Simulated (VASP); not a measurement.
Here is a VASP 6.6.1 calculation.

Contents of INCAR:

```
SYSTEM = BiTe
ALGO     = Normal         ! electronic algorithm
EDIFF    = 1E-7           ! SCF threshold, eV
ENCUT    = 520            ! plane-wave cutoff, eV
GGA      = PS             ! functional
ISIF     = 2              ! what is computed and relaxed
ISMEAR   = 0              ! smearing method
LASPH    = .True.         ! aspherical terms in the spheres
LCHARG   = .False.        ! write CHGCAR
LREAL    = .False.        ! projectors in reciprocal space
LWAVE    = .False.        ! write WAVECAR
NBANDS   = 18             ! bands
NELM     = 80             ! most SCF steps
PREC     = Accurate       ! precision mode
SIGMA    = 0.15           ! smearing width, eV
```

File KPOINTS:

```
k-points
0
Gamma
  14 14 14
  0 0 0
```

POSCAR

```
BiTe
1.0
    0.0000000000      3.2835250000      3.1864750000
    3.2835250000      0.0000000000      3.1864750000
    3.2835250000      3.2835250000      0.0000000000
Bi Te
1 1
Direct
    0.0000000000      0.0000000000      0.0000000000
    0.5000000000      0.5000000000      0.5000000000
```

Potentials or basis: VASP PAW PBE potentials, release 64 (Bi_d, Te).

Launch:

```bash
$ cat potpaw_PBE.64/Bi_d/POTCAR potpaw_PBE.64/Te/POTCAR > POTCAR
$ mpirun -np 1 vasp_std > vasp.out
```

Q: Estimate the pressure.

A: -2.3 GPa.

Q: Predict the band gap on the k mesh.

A: Zero (an odd number of electrons rules out a gap without spin polarisation).

Stress tensor (GPa, compression positive):
```
-3.10  0.00  0.00
 0.00 -3.10  0.00
 0.00  0.00 -0.70
```

Caveat: the cell differs from its parent crystal (strain +0.015 along x and y, -0.015 along z); the PAW data sets were made with another functional, which shifts forces and pressure a little; spin-orbit coupling is left out, which moves the levels of the heavy elements.
